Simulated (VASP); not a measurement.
# ScAl2 (Fd-3m) in VASP: notebook, part 2 of 2

VASP 6.6.1. The steps go on from the part before.

## Step 5: Single point, LDA

This run uses another cell than the first one, of 17.97 Å³/atom, 1.136 times its volume.

Input file INCAR:

```
SYSTEM = ScAl2
PREC     = Accurate       ! precision mode
ENCUT    = 520            ! plane-wave cutoff, eV
EDIFF    = 1E-6           ! SCF threshold, eV
ISMEAR   = 1              ! smearing method
SIGMA    = 0.1            ! smearing width, eV
LREAL    = .FALSE.        ! projectors in reciprocal space
LASPH    = .TRUE.         ! aspherical terms in the spheres
NELM     = 60             ! most SCF steps
ALGO     = Normal         ! electronic algorithm
ISIF     = 2              ! what is computed and relaxed
LWAVE    = .FALSE.        ! write WAVECAR
LCHARG   = .FALSE.        ! write CHGCAR
GGA      = CA             ! functional
NBANDS   = 26             ! bands
```

Input file KPOINTS:

```
regular mesh
0
G
  5 5 5
  0 0 0
```

Input file POSCAR:

```
ScAl2
1.0
    0.0000000000      3.7776530000      3.7776530000
    3.7776530000      0.0000000000      3.7776530000
    3.7776530000      3.7776530000      0.0000000000
Sc Al
2 4
Direct
    0.5000000000      0.5000000000      0.5000000000
    0.7500000000      0.7500000000      0.7500000000
    0.1250000000      0.1250000000      0.1250000000
    0.6250000000      0.1250000000      0.1250000000
    0.1250000000      0.6250000000      0.1250000000
    0.1250000000      0.1250000000      0.6250000000
```

Potentials or basis: VASP PAW LDA potentials, release 64 (Sc_sv, Al).

On the command line:

```
$ cat potpaw_LDA.64/Sc_sv/POTCAR potpaw_LDA.64/Al/POTCAR > POTCAR
$ mpirun -np 1 vasp_std > vasp.out
```

OUTCAR:

```text
SYSTEM = ScAl2
   PREC = Accurate
   ENCUT = 520
   EDIFF = 1E-6
   ISMEAR = 1
   LREAL = .FALSE.
   LASPH = .TRUE.
   NELM = 60
   ISIF = 2
   GGA = CA

 ion  position               nearest neighbor table
   1  0.500  0.500  0.500-   6 3.13   3 3.13   3 3.13   4 3.13   5 3.13   3 3.13   6 3.13   4 3.13
                             5 3.13   5 3.13   4 3.13   6 3.13   2 3.27   2 3.27   2 3.27   2 3.27
   2  0.750  0.750  0.750-   6 3.13   5 3.13   4 3.13   3 3.13   3 3.13   3 3.13   4 3.13   4 3.13
                             6 3.13   5 3.13   5 3.13   6 3.13   1 3.27   1 3.27   1 3.27   1 3.27
   3  0.125  0.125  0.125-   4 2.67   5 2.67   6 2.67   6 2.67   5 2.67   4 2.67   1 3.13   2 3.13
                             1 3.13   2 3.13   1 3.13   2 3.13
   4  0.625  0.125  0.125-   3 2.67   6 2.67   5 2.67   3 2.67   5 2.67   6 2.67   1 3.13   2 3.13
                             2 3.13   1 3.13   2 3.13   1 3.13
   5  0.125  0.625  0.125-   3 2.67   6 2.67   3 2.67   4 2.67   6 2.67   4 2.67   1 3.13   2 3.13
                             1 3.13   2 3.13   1 3.13   2 3.13
   6  0.125  0.125  0.625-   3 2.67   3 2.67   4 2.67   5 2.67   5 2.67   4 2.67   1 3.13   2 3.13
                             1 3.13   2 3.13   1 3.13   2 3.13

  LATTYP: Found a face centered cubic cell.
 ALAT       =     7.5553060000

  Lattice vectors:

[... 179 lines left out ...]

 k-point     1 :       0.0000    0.0000    0.0000
  band No.  band energies     occupation
      1     -42.4319      2.00000
      2     -42.3900      2.00000
      3     -21.4618      2.00000
      4     -21.4618      2.00000
      5     -21.4618      2.00000
      6     -21.3503      2.00000
[... 279 lines left out ...]
     25       9.6122      0.00000
     26       9.9122      0.00000

------------------------ aborting loop because EDIFF is reached ----------------------------------------

  FORCE on cell =-STRESS in cart. coord.  units (eV):
  Direction    XX          YY          ZZ          XY          YZ          ZX
  --------------------------------------------------------------------------------------
  -------------------------------------------------------------------------------------
  Total       -2.4395469     -2.4395469     -2.4395469      0.0000000      0.0000000     -0.0000000
  in kB      -36.2512990    -36.2512990    -36.2512990      0.0000000      0.0000000     -0.0000000
  external PRESSURE =     -36.2512990 kB  Pullay stress =       0.0000000 kB

 VOLUME and BASIS-vectors are now :
 -----------------------------------------------------------------------------
  energy-cutoff  :      520.00
  volume of cell :      107.82
      direct lattice vectors                 reciprocal lattice vectors
     0.000000000  3.777653000  3.777653000    -0.132357313  0.132357313  0.132357313
     3.777653000  0.000000000  3.777653000     0.132357313 -0.132357313  0.132357313
     3.777653000  3.777653000  0.000000000     0.132357313  0.132357313 -0.132357313

 POSITION                                       TOTAL-FORCE (eV/Angst)
 -----------------------------------------------------------------------------------
      3.77765      3.77765      3.77765         0.000000      0.000000      0.000000
      5.66648      5.66648      5.66648        -0.000000     -0.000000     -0.000000
      0.94441      0.94441      0.94441        -0.000000      0.000000      0.000000
      0.94441      2.83324      2.83324        -0.000000      0.000000      0.000000
      2.83324      0.94441      2.83324        -0.000000      0.000000      0.000000
      2.83324      2.83324      0.94441        -0.000000      0.000000      0.000000
 -----------------------------------------------------------------------------------
    total drift:                               -0.000000     -0.000000      0.000000

  FREE ENERGIE OF THE ION-ELECTRON SYSTEM (eV)
  ---------------------------------------------------
  free  energy   TOTEN  =       -33.1677997734 eV

  energy  without entropy=      -33.1684292692  energy(sigma->0) =      -33.16800961
```

OSZICAR:

```text
N       E                     dE             d eps       ncg     rms          rms(c)
DAV:   1     0.400399585471E+03    0.40040E+03   -0.14225E+04   528   0.123E+03
DAV:   2    -0.234186053973E+01   -0.40274E+03   -0.39273E+03   704   0.481E+02
DAV:   3    -0.353606659671E+02   -0.33019E+02   -0.31847E+02   882   0.146E+02
DAV:   4    -0.365553523144E+02   -0.11947E+01   -0.10167E+01   848   0.232E+01
DAV:   5    -0.365777156471E+02   -0.22363E-01   -0.22287E-01   864   0.407E+00    0.101E+01
DAV:   6    -0.332886407052E+02    0.32891E+01   -0.15376E+01   860   0.301E+01    0.312E+00
DAV:   7    -0.332275953598E+02    0.61045E-01   -0.79277E-01   864   0.722E+00    0.198E+00
DAV:   8    -0.331693252117E+02    0.58270E-01   -0.98150E-02   832   0.235E+00    0.397E-01
DAV:   9    -0.331680582007E+02    0.12670E-02   -0.10676E-02   816   0.111E+00    0.182E-01
DAV:  10    -0.331678056380E+02    0.25256E-03   -0.68587E-04   824   0.213E-01    0.466E-02
DAV:  11    -0.331678032564E+02    0.23816E-05   -0.41846E-05   776   0.458E-02    0.213E-02
DAV:  12    -0.331677997648E+02    0.34916E-05   -0.16740E-05   800   0.460E-02    0.395E-03
DAV:  13    -0.331677997734E+02   -0.85547E-08   -0.34833E-07   464   0.582E-03
   1 F= -.33167800E+02 E0= -.33168010E+02  d E =0.629496E-03
```

stdout:

```text
POSCAR found type information on POSCAR ScAl
 POSCAR found :  2 types and       6 ions
 scaLAPACK will be used
 LDA part: xc-table for (Slater(with rela. corr.)+CA(PZ))
 , standard interpolation
 POSCAR, INCAR and KPOINTS ok, starting setup
 FFT: planning ... GRIDC
 FFT: planning ... GRID_SOFT
 FFT: planning ... GRID
 WAVECAR not read
 entering main loop
```

Wall time 37 s (1 thread of Intel Xeon Platinum 8259CL at 2.50GHz (Skylake/Cascade Lake), shared host); peak memory 0.2 GiB.

What came out:

| Item | Value |
| --- | --- |
| Free energy | -33.1678 eV |
| Pressure | -3.6 GPa |
| Band gap on the k mesh | zero (band 17 reaches 6.67 eV, above the bottom of band 18 at 4.61 eV) |

Levels at points of the mesh, in eV from the Fermi level:
| k point | band 13 | band 14 | band 15 | band 16 | band 17 | band 18 | band 19 | band 20 | band 21 | band 22 |
| --- | --- | --- | --- | --- | --- | --- | --- | --- | --- | --- |
| (0.00, 0.00, 0.00) | -2.45 | -2.40 | -2.40 | -2.40 | -1.66 | -1.66 | 0.39 | 2.14 | 2.14 | 2.14 |

## Step 6: Summary

```csv
cell,gap on the mesh (eV),pressure (GPa)
"a = 5.120 Å, angles 60.0°, 6 atoms",none,10.2
"a = 5.196 Å, angles 60.0°, 6 atoms",none,4.6
"a = 5.270 Å, angles 60.0°, 6 atoms",none,0.1
"a = 5.342 Å, angles 60.0°, 6 atoms",none,-3.6
```

Alike in all rows: task single point; level LDA; potentials or basis VASP PAW LDA potentials, release 64 (Sc_sv, Al); no spin polarisation; k mesh 5 × 5 × 5; cutoff (eV) 520; smearing methfessel-paxton 0.1 eV.

Absolute energies hang on the potentials; compare differences alone.
